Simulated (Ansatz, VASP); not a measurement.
## C in VASP and in Ansatz

```
CELL_PARAMETERS angstrom
0.00000 2.15499 3.39206
1.24416 0.00000 3.39206
1.24416 2.15499 0.00000
ATOMIC_POSITIONS crystal
C 0.16667 0.83333 0.16667
C 0.83333 0.16667 0.83333
```

Change from the starting cell: volume scaled by 1.04.

Alike in both runs: task single point; functional PBE; k mesh 18 × 18 × 18; occupations fermi-dirac, width 0.05 eV; no spin polarisation.

|  | VASP | Ansatz |
| --- | --- | --- |
| version | VASP 6.6.1 | Ansatz 0.2.0 |
| potentials or method | VASP PAW PBE potentials, release 64 (C), cutoff 520 eV | all-electron LAPW, scalar-relativistic |

|  | VASP | Ansatz | Ansatz less VASP |
| --- | --- | --- | --- |
| pressure (GPa) | -5.6 | -6.1 | -0.48 |
| traceless stress, the component that is largest in VASP (GPa) | 8.94 | 9.51 | +0.571 |

Ansatz ran all-electron here, and VASP with PAW potentials.
